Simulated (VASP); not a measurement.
# AgBr (Fm-3m) in VASP: further runs

The runs below take AgBr through electric field gradients, with LDA, PBEsol, PBE.

Program: VASP 6.6.1. These are calculated values, not measurements. Logs are shortened: lines on timing, memory, paths and dates and some standing lists are left out, and cuts for length are marked.

**1. The cell of the first run**

It takes space group Fm-3m (No. 225, cubic). The conventional cell has a = 5.706 Å, b = 5.706 Å, c = 5.706 Å, α = 90.00°, β = 90.00°, γ = 90.00°. Ag (site symmetry m-3m) has 6 Br at 2.85 Å within 3.8 Å. Within 3.8 Å of Br (site symmetry m-3m) lie 6 Ag at 2.85 Å.

**2. Electric field gradients, LDA (functional lda, volume scaled by 0.96)**

Input file INCAR:

```
SYSTEM = AgBr
  ALGO = Normal
  EDIFF = 1E-8
  ENCUT = 400
  GGA = CA
  GGA_COMPAT = .FALSE.
  ISIF = 2
  ISMEAR = -1
  LASPH = .TRUE.
  LCHARG = .FALSE.
  LEFG = .TRUE.
  LREAL = .FALSE.
  LWAVE = .FALSE.
  NBANDS = 16
  NELM = 120
  PREC = Accurate
  SIGMA = 0.02
```

Input file KPOINTS:

```
k-points
0
G
  7 7 7
  0 0 0
```

Input file POSCAR:

```
AgBr
1.0
    0.0000000000      2.8530813163      2.8530813163
    2.8530813163      0.0000000000      2.8530813163
    2.8530813163      2.8530813163      0.0000000000
Ag Br
1 1
Direct
    0.0000000000      0.0000000000      0.0000000000
    0.5000000000      0.5000000000      0.5000000000
```

Potentials or basis: VASP PAW LDA potentials, release 64 (Ag, Br).

The run is started by

```sh
> cat potpaw_LDA.64/Ag/POTCAR potpaw_LDA.64/Br/POTCAR > POTCAR
> mpirun -np 1 vasp_std > vasp.out
```

OUTCAR:

```text
SYSTEM = AgBr
   EDIFF = 1E-8
   ENCUT = 400
   GGA = CA
   ISIF = 2
   ISMEAR = -1
   LASPH = .TRUE.
   LREAL = .FALSE.
   NELM = 120
   PREC = Accurate

 ion  position               nearest neighbor table
   1  0.000  0.000  0.000-   2 2.85   2 2.85   2 2.85   2 2.85   2 2.85   2 2.85
   2  0.500  0.500  0.500-   1 2.85   1 2.85   1 2.85   1 2.85   1 2.85   1 2.85

  LATTYP: Found a face centered cubic cell.
 ALAT       =     5.7061626326

  Lattice vectors:

 A1 = (   0.0000000000,   2.8530813163,   2.8530813163)
 A2 = (   2.8530813163,   0.0000000000,   2.8530813163)
 A3 = (   2.8530813163,   2.8530813163,   0.0000000000)

Analysis of symmetry for initial positions (statically):
=====================================================================
 Subroutine PRICEL returns:
 Original cell was already a primitive cell.

 Routine SETGRP: Setting up the symmetry group for a
 face centered cubic supercell.

 Subroutine GETGRP returns: Found 48 space group operations
 (whereof 48 operations were pure point group operations)
 out of a pool of 48 trial point group operations.

The static configuration has the point symmetry O_h .

Analysis of symmetry for dynamics (positions and initial velocities):
=====================================================================
 Subroutine PRICEL returns:
 Original cell was already a primitive cell.

 Routine SETGRP: Setting up the symmetry group for a
 face centered cubic supercell.

 Subroutine GETGRP returns: Found 48 space group operations
 (whereof 48 operations were pure point group operations)
 out of a pool of 48 trial point group operations.

The dynamic configuration has the point symmetry O_h .

 Subroutine INISYM returns: Found 48 space group operations
 (whereof 48 operations are pure point group operations),
 and found     1 'primitive' translations

----------------------------------------------------------------------------------------

                                     Primitive cell

  volume of cell :      46.4486

  direct lattice vectors                    reciprocal lattice vectors
     0.000000000  2.853081316  2.853081316    -0.175249124  0.175249124  0.175249124
     2.853081316  0.000000000  2.853081316     0.175249124 -0.175249124  0.175249124
     2.853081316  2.853081316  0.000000000     0.175249124  0.175249124 -0.175249124

  length of vectors
     4.034866292  4.034866292  4.034866292     0.303540386  0.303540386  0.303540386

  position of ions in fractional coordinates (direct lattice)
     0.000000000  0.000000000  0.000000000
     0.500000000  0.500000000  0.500000000

  ion indices of the primitive-cell ions
   primitive index   ion index
                 1           1
                 2           2

----------------------------------------------------------------------------------------

 KPOINTS: k-points

Automatic generation of k-mesh.
 Grid dimensions read from file:
 generate k-points for:    7    7    7

 Generating k-lattice:

  Cartesian coordinates                     Fractional coordinates (reciprocal lattice)
    -0.025035589  0.025035589  0.025035589     0.142857143  0.000000000  0.000000000
     0.025035589 -0.025035589  0.025035589     0.000000000  0.142857143  0.000000000
     0.025035589  0.025035589 -0.025035589     0.000000000  0.000000000  0.142857143

  Length of vectors
     0.043362912  0.043362912  0.043362912

  Shift w.r.t. Gamma in fractional coordinates (k-lattice)
     0.000000000  0.000000000  0.000000000

 Subroutine IBZKPT returns following result:
 ===========================================

 Found     20 irreducible k-points:

 Following reciprocal coordinates:
            Coordinates               Weight
  0.000000  0.000000  0.000000      1.000000
  0.142857  0.000000  0.000000      8.000000
  0.285714  0.000000  0.000000      8.000000
  0.428571  0.000000  0.000000      8.000000
  0.142857  0.142857  0.000000      6.000000
  0.285714  0.142857  0.000000     24.000000
[... 12 lines left out ...]
 -0.428571  0.428571  0.142857     24.000000
 -0.285714  0.428571  0.142857     24.000000
   k-points           NKPTS =     20   k-points in BZ     NKDIM =     20   number of bands    NBANDS=     16
   number of dos      NEDOS =    301   number of ions     NIONS =      2
   total plane-waves  NPLWV =  21952
   dimension x,y,z NGX =    28 NGY =   28 NGZ =   28
   dimension x,y,z NGXF=    56 NGYF=   56 NGZF=   56
   ions per type =               1   1
   NGX,Y,Z   is equivalent  to a cutoff of  11.54, 11.54, 11.54 a.u.
   NGXF,Y,Z  is equivalent  to a cutoff of  23.07, 23.07, 23.07 a.u.
 SYSTEM =  AgBr
   PREC   = accura    normal or accurate (medium, high low for compatibility)
   ISTART =      0    job   : 0-new  1-cont  2-samecut
   ICHARG =      2    charge: 1-file 2-atom 10-const
   ISPIN  =      1    spin polarized calculation?
   LNONCOLLINEAR =      F non collinear calculations
   LSORBIT =      F    spin-orbit coupling
   LASPH  =      T    aspherical Exc in radial PAW
   ENCUT  =  400.0 eV  29.40 Ry    5.42 a.u.   6.58  6.58  6.58*2*pi/ulx,y,z
   NELM   =    120;   NELMIN=  2; NELMDL= -5     # of ELM steps
   EDIFF  = 0.1E-07   stopping-criterion for ELM
   LREAL  =      F    real-space projection
   EDIFFG = 0.1E-06   stopping-criterion for IOM
   NSW    =      0    number of steps for IOM
   IBRION =     -1    ionic relax: 0-MD 1-quasi-New 2-CG
   NFREE  =      0    steps in history (QN), initial steepest desc. (CG)
   ISIF   =      2    stress and relaxation
   ISYM   =      2    0-nonsym 1-usesym 2-fastsym
   POTIM  = 0.5000    time-step for ionic-motion
   TEBEG  =    0.0;   TEEND  =   0.0 temperature during run
   PSTRESS=    0.0 pullay stress
   NELECT =      18.0000    total number of electrons
   NUPDOWN=      -1.0000    fix difference up-down
   EMIN   =  10.00;   EMAX   =-10.00  energy-range for DOS
   EFERMI =   0.00;   METHOD = LEGACY
   ISMEAR =    -1;   SIGMA  =   0.02  broadening in eV -4-tet -1-fermi 0-gaus
   EFERMI_NEDOS =   21; number of points for ismear=-14 and -15
   IALGO  =     38    algorithm
   IMIX   =      4    mixing-type and parameters
     AMIX     =   0.40;   BMIX     =  1.00
     AMIX_MAG =   1.60;   BMIX_MAG =  1.00
  volume/ion in A,a.u.               =      23.22       156.73
  Fermi-wavevector in a.u.,A,eV,Ry     =   1.193552  2.255487 19.382418  1.424568
  Thomas-Fermi vector in A             =   2.329564
   LORBIT       =      0    0 simple, 1 ext, 2 COOP (PROOUT), +10 PAW based schemes
   GGA     = CA    functional components
   LHFCALC =     F    Hartree Fock is set to
   AEXX    =    0.0000 exact exchange contribution
   IVDW    =     0    specifies the selected vdW correction
   LEPSILON=     F    determine dielectric tensor
   LRPA    =     F    only Hartree local field effects (RPA)
 non-spin polarized calculation
  energy-cutoff  :      400.00
  volume of cell :       46.45
 maximum number of plane-waves:       869
 NGX is ok and might be reduce to    28
   NGX = 13   NGY = 13   NGZ = 13

 number of electron      18.0000004 magnetization

 Free energy of the ion-electron system (eV)
  ---------------------------------------------------
  ext. energy  EPLUGINS =         0.00000000
  ---------------------------------------------------
  free energy    TOTEN  =        -6.37919871 eV

  energy without entropy =       -6.37919862  energy(sigma->0) =       -6.37919867

 E-fermi :   3.9185     XC(G=0): -10.3617

 val. band max:        3.6433836797   @ k =   0.4286   0.0000   0.0000
 cond. band min:       4.1279691486   @ k =   0.0000   0.0000   0.0000
 fundamental gap:      0.4845854688
 Fermi energy:         3.9185395952

 k-point     1 :       0.0000    0.0000    0.0000
  band No.  band energies     occupation
      1     -11.4938      2.00000
      2       0.7746      2.00000
      3       0.7746      2.00000
      4       0.7750      2.00000
      5       0.7750      2.00000
      6       0.7750      2.00000
[... 8 lines left out ...]
     15      15.3144      0.00000
     16      15.3144      0.00000
[... 343 lines left out ...]
 k-point    20 :      -0.2857    0.4286    0.1429
  band No.  band energies     occupation
      1     -10.9511      2.00000
      2      -0.7876      2.00000
      3      -0.4909      2.00000
      4      -0.3619      2.00000
      5       1.0685      2.00000
      6       1.1679      2.00000
[... 8 lines left out ...]
     15      16.3992      0.00000
     16      18.9918      0.00000

------------------------ aborting loop because EDIFF is reached ----------------------------------------

  FORCE on cell =-STRESS in cart. coord.  units (eV):
  Direction    XX          YY          ZZ          XY          YZ          ZX
  --------------------------------------------------------------------------------------
  -------------------------------------------------------------------------------------
  Total       -1.0411357     -1.0411357     -1.0411357      0.0000000      0.0000000      0.0000000
  in kB      -35.9124882    -35.9124882    -35.9124882      0.0000000      0.0000000      0.0000000
  external PRESSURE =     -35.9124882 kB  Pullay stress =       0.0000000 kB

 VOLUME and BASIS-vectors are now :
 -----------------------------------------------------------------------------
  energy-cutoff  :      400.00
  volume of cell :       46.45
      direct lattice vectors                 reciprocal lattice vectors
     0.000000000  2.853081316  2.853081316    -0.175249124  0.175249124  0.175249124
     2.853081316  0.000000000  2.853081316     0.175249124 -0.175249124  0.175249124
     2.853081316  2.853081316  0.000000000     0.175249124  0.175249124 -0.175249124

 POSITION                                       TOTAL-FORCE (eV/Angst)
 -----------------------------------------------------------------------------------
      0.00000      0.00000      0.00000        -0.000000     -0.000000      0.000000
      2.85308      2.85308      2.85308         0.000000      0.000000     -0.000000
 -----------------------------------------------------------------------------------
    total drift:                                0.000000      0.000000      0.000000

  FREE ENERGIE OF THE ION-ELECTRON SYSTEM (eV)
  ---------------------------------------------------
  free  energy   TOTEN  =        -6.3791987108 eV

  energy  without entropy=       -6.3791986231  energy(sigma->0) =       -6.37919867

 Electric field gradients (V/A^2)
---------------------------------------------------------------------
 ion       V_xx      V_yy      V_zz      V_xy      V_xz      V_yz
---------------------------------------------------------------------
   1      -0.000     0.000    -0.000    -0.002    -0.002    -0.002
   2      -0.000    -0.000     0.000     0.000     0.000     0.000
---------------------------------------------------------------------

 Electric field gradients after diagonalization (V/A^2)
 (convention: |V_zz| > |V_xx| > |V_yy|)
----------------------------------------------------------------------
 ion       V_xx      V_yy      V_zz     asymmetry (V_yy - V_xx)/ V_zz
----------------------------------------------------------------------
   1       0.002     0.002    -0.003       0.000
   2      -0.000    -0.000     0.000       0.000
----------------------------------------------------------------------

           NMR quadrupolar parameters

 Cq : quadrupolar parameter    Cq=e*Q*V_zz/h
 eta: asymmetry parameters     (V_yy - V_xx)/ V_zz
 Q  : nuclear electric quadrupole moment in mb (millibarn)
----------------------------------------------------------------------
 ion       Cq(MHz)       eta       Q (mb)
----------------------------------------------------------------------
   1      -0.000       0.000       1.000
   2       0.000       0.000       1.000
----------------------------------------------------------------------
```

Run time: 9.1 s. Hardware: 1 thread of AMD EPYC 7R13 (Zen 3), shared host; peak memory 0.11 GiB.

What came out:

* Free energy: -6.3792 eV
* Pressure: -3.6 GPa
* Band gap on the k mesh: 0.48 eV, indirect (least direct gap 2.40 eV)

Caveat: without QUAD_EFG the Cq values of the log hold for a quadrupole moment of 1 mb, not for the nuclei. A k mesh can miss the band edges.

(Continued in part 2 of 3.)
